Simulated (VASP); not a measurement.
MoS2, 3 atoms in the cell. The structure is trigonal, space group R3m (No. 160). Conventional cell: a = 3.315 Å, b = 3.315 Å, c = 19.039 Å, α = 90.00°, β = 90.00°, γ = 120.00°. Mo (site symmetry 3m) has 6 S at 2.44 Å and 6 Mo at 3.31 Å within 3.4 Å. S (site symmetry 3m) has 3 Mo at 2.44 Å and 7 S at 3.03 to 3.31 Å within 3.4 Å. S (site symmetry 3m) has 3 Mo at 2.44 Å and 7 S at 3.03 to 3.31 Å within 3.4 Å. 

```yaml
Program: VASP 6.6.1
Task: single point
Functional: r2SCAN
Potentials_or_basis: VASP PAW PBE potentials, release 64 (Mo_sv, S)
Cutoff: 520 eV
k_mesh: 10 × 10 × 10
Occupations: fermi-dirac, width 0.05 eV
Spin: no spin polarisation
Hubbard_terms: Mo d U = 8.0 eV
Dipole_correction: no
Further_INCAR_settings: ALGO = Normal; EDIFF = 1e-07; NBANDS = 20
```

Potentials or basis: VASP PAW PBE potentials, release 64 (Mo_sv, S).

Launch:

```sh
$ cat potpaw_PBE.64/Mo_sv/POTCAR potpaw_PBE.64/S/POTCAR > POTCAR
$ cp INCAR.step1 INCAR
$ mpirun -np 1 vasp_std > vasp.out
$ cp INCAR.step2 INCAR
$ mpirun -np 1 vasp_std > vasp.out
```

Hardware: 1 thread of Intel(R) Xeon(R) Platinum 8488C (Sapphire Rapids), with other jobs on the host.

Question: Estimate the wall time of this run.

Answer: Run time: 35 min on 1 thread of Intel(R) Xeon(R) Platinum 8488C (Sapphire Rapids), with other jobs on the host, peak memory 0.46 GiB. Counts: k points 116.
